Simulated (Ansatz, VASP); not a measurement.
## Fe: VASP beside Ansatz

Contents of INCAR:

```
ALGO = Fast
EDIFF = 1E-7
ENCUT = 520
GGA = PS
ISIF = 2
ISMEAR = 0
LASPH = T
LCHARG = F
LREAL = F
LWAVE = F
NBANDS = 15
NELM = 80
PREC = Accurate
SIGMA = 0.15
```

File KPOINTS:

```
k-points
0
Gamma
  24 24 14
```

POSCAR

```
Fe
1.0
    2.3948901125      0.0000000000      0.0000000000
   -1.1974450563      2.0740356767      0.0000000000
    0.0000000000      0.0000000000      3.9689547945
Fe
2
Direct
    0.3333333333      0.6666666667      0.2500000000
    0.6666666667      0.3333333333      0.7500000000
```

Input for Ansatz:

```yaml
crystal:
  lattice:
    - [2.3948901125, 0.0, 0.0]
    - [-1.1974450563, 2.0740356767, 0.0]
    - [0.0, 0.0, 3.9689547945]
  atoms:
    - { symbol: Fe, position: [0.3333333333, 0.6666666667, 0.25] }
    - { symbol: Fe, position: [0.6666666667, 0.3333333333, 0.75] }
basis:
  ecutwfc: 420
kpoints:
  mp_grid: { grid: [24, 24, 14] }
hamiltonian:
  xc: pbesol
scf:
  occupations: { method: gaussian, width: 0.15 }
output:
  forces: true
  stress: true
  eigenvalues: true
```

Alike in both runs: task single point; functional PBEsol; k mesh 24 × 24 × 14; occupations gaussian, width 0.15 eV; no spin polarisation.

|  | VASP | Ansatz |
| --- | --- | --- |
| version | VASP 6.6.1 | Ansatz 0.2.0 |
| potentials or method | VASP PAW PBE potentials, release 64 (Fe), cutoff 520 eV | scalar-relativistic, plane waves, PAW |
| valence electrons in the cell | 16 | 32 |

VASP gave:

| Property | Result |
| --- | --- |
| gap on the k mesh at the Fermi level (eV) | none |
| pressure (GPa) | -1.3 |
| traceless stress, the component that is largest in VASP (GPa) | -15.14 |

Question: Estimate Ansatz's values.

Answer: gap on the k mesh at the Fermi level (eV): none; pressure (GPa): -1.0; traceless stress, the component that is largest in VASP (GPa): -15.48.

VASP's potentials were made for PBE, not for PBEsol. A gap of «none» marks a metal or a gap that the smearing closes. VASP's potentials hold 16 valence electrons a cell and Ansatz's 32, so a difference there can come from the potentials and not from the codes.
